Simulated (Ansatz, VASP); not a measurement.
**AlRuF4: VASP beside Ansatz**

```xyz
6
Lattice="3.4062 0.0000 0.0000 0.0000 3.4062 0.0000 0.0000 0.0000 5.9935" Properties=species:S:1:pos:R:3 pbc="T T T"
Ru    1.7031    1.7031    2.9968
Al    0.0000    0.0000    0.0000
F     1.7031    0.0000    0.0000
F     0.0000    1.7031    0.0000
F     0.0000    0.0000    1.8047
F     0.0000    0.0000    4.1888
```

Alike in both runs: functional r2SCAN; k mesh 8 × 8 × 5; no spin polarisation.

Ansatz relaxed the structure, and its values are those at the end. VASP's run is a single point on that final structure, the one shown.

```csv
,VASP,Ansatz
version,VASP 6.6.1,Ansatz 0.2.0
potentials or method,"VASP PAW PBE potentials, release 64 (Ru_pv, Al, F), cutoff 520 eV",PAW plane waves
occupations,"fermi-dirac, width 0.1 eV",fermi-dirac
valence electrons in the cell,45,47
```

|  | VASP | Ansatz | Ansatz less VASP |
| --- | --- | --- | --- |
| pressure (GPa) | 7.6 | 7.6 | -0.03 |
| rms of the force components (eV/Å) | 0.012 | 0.000 | -0.0123 |

VASP's potentials were made for PBE, not for r2SCAN. VASP's potentials hold 45 valence electrons a cell and Ansatz's 47, so a difference there can come from the potentials and not from the codes. Ansatz's warnings: stress scf threshold loose.
